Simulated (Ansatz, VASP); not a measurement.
**Hf8SeO15 in VASP and in Ansatz**

```xyz
24
Lattice="0.0000 5.1150 5.1150 5.1150 0.0000 5.1150 5.1150 5.1150 0.0000" Properties=species:S:1:pos:R:3 pbc="T T T"
Hf   -0.1032   -0.1032   -0.1032
Hf    2.6607    2.6607   -0.1032
Hf    2.6607   -0.1032    2.6607
Hf    5.1464    2.5261    2.5261
Hf   -0.1032    2.6607    2.6607
Hf    2.5261    5.1464    2.5261
Hf    2.5261    2.5261    5.1464
Hf    5.1464    5.1464    5.1464
Se    1.2788    1.2788    1.2788
O     3.8363    3.8363    1.2127
O     3.8363    1.2127    3.8363
O     6.4598    3.8363    3.8363
O     1.2127    3.8363    3.8363
O     3.8363    6.4598    3.8363
O     3.8363    3.8363    6.4598
O     6.3938    6.3938    6.3938
O     3.8363    3.8363    3.8363
O     6.3938    6.3938    3.9521
O     6.3938    3.9521    6.3938
O     8.8354    6.3938    6.3938
O     3.9521    6.3938    6.3938
O     6.3938    8.8354    6.3938
O     6.3938    6.3938    8.8354
O     8.9512    8.9512    8.9512
```

Alike in both runs: functional PBE; k mesh 3 × 3 × 3; occupations fermi-dirac, width 0.01 eV; no spin polarisation.

Ansatz relaxed the structure, and its values are those at the end. VASP's run is a single point on that final structure, the one shown.

|  | VASP | Ansatz |
| --- | --- | --- |
| version | VASP 6.6.1 | Ansatz 0.2.0 |
| potentials or method | VASP PAW PBE potentials, release 64 (Hf_pv, Se, O) | plane-wave PAW, scalar-relativistic |
| plane-wave cutoff (eV) | 520 | 420 |
| valence electrons in the cell | 176 | 314 |

|  | VASP | Ansatz | Ansatz less VASP |
| --- | --- | --- | --- |
| gap on the k mesh at the Fermi level (eV) | 2.90 | 2.88 | -0.012 |
| pressure (GPa) | 13.5 | 16.8 | +3.34 |
| rms of the force components (eV/Å) | 0.046 | 0.003 | -0.0425 |

With one functional, cell and mesh, what is left measures potentials, basis and numerics. VASP's potentials hold 176 valence electrons a cell and Ansatz's 314, so a difference there can come from the potentials and not from the codes. Ansatz's warnings: stress scf threshold loose.

Spin-orbit coupling is off throughout.
